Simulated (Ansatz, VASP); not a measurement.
# CsH in VASP and in Ansatz

The input POSCAR:

```
CsH
1.0
    3.8184085400      0.0000000000      0.0000000000
    0.0000000000      3.8184085400      0.0000000000
    0.0000000000      0.0000000000      3.8184085400
Cs H
1 1
Direct
    0.0181442083      0.0181442083      0.0181442083
    0.5000000000      0.5000000000      0.5000000000
```

INCAR.step1

```
PREC = Accurate
ENCUT = 520
ISMEAR = -1
SIGMA = 0.01
LREAL = False
LASPH = True
NELM = 100
NBANDS = 12
GGA = PE
ALGO = Normal
EDIFF = 1E-4
LWAVE = True
LCHARG = False
```

File INCAR.step2:

```
PREC = Accurate
ENCUT = 520
EDIFF = 1E-8
ISMEAR = -1
SIGMA = 0.01
LREAL = False
LASPH = True
NELM = 100
ALGO = Normal
ISIF = 2
LWAVE = False
LCHARG = False
METAGGA = R2SCAN
LMIXTAU = True
LEFG = True
NBANDS = 12
ISTART = 1
```

Contents of KPOINTS:

```
regular mesh
0
Gamma
  8 8 8
```

Input for Ansatz:

```yaml
crystal:
  lattice:
    - [3.81840854, 0.0, 0.0]
    - [0.0, 3.81840854, 0.0]
    - [0.0, 0.0, 3.81840854]
  atoms:
    - { symbol: Cs, position: [0.0181442083, 0.0181442083, 0.0181442083] }
    - { symbol: H, position: [0.5, 0.5, 0.5] }
kpoints:
  mp_grid: { grid: [8, 8, 8] }
scf:
  occupations: { method: fermi_dirac, width: 0.01 }
hamiltonian:
  xc: r2scan
  pseudopotentials: { kind: all_electron, datasets: crystal }
output:
  forces: true
  stress: true
  eigenvalues: true
  efg: { contact_densities: true }
```

Alike in both runs: task electric field gradients; functional r2SCAN; k mesh 8 × 8 × 8; occupations fermi-dirac, width 0.01 eV; no spin polarisation.

|  | VASP | Ansatz |
| --- | --- | --- |
| version | VASP 6.6.1 | Ansatz 0.2.0 |
| potentials or method | VASP PAW PBE potentials, release 64 (Cs_sv, H), cutoff 520 eV | all-electron PAW with datasets made for the crystal, scalar-relativistic |

|  | VASP | Ansatz | Ansatz less VASP |
| --- | --- | --- | --- |
| gap on the k mesh at the Fermi level (eV) | 3.17 | 3.21 | +0.032 |
| pressure (GPa) | 0.0 | 0.0 | -0.05 |
| rms of the force components (eV/Å) | 0.032 | 0.032 | -0.0006 |
| size of Vzz on the site where it differs most (V/Å²) | 1.1 | 1.1 | +0.01 |

VASP's potentials were made for PBE, not for r2SCAN. Atom by atom the forces differ by 0.001 eV/Å (rms over components). Ansatz ran all-electron here, and VASP with PAW potentials.

Spin-orbit coupling is off throughout.
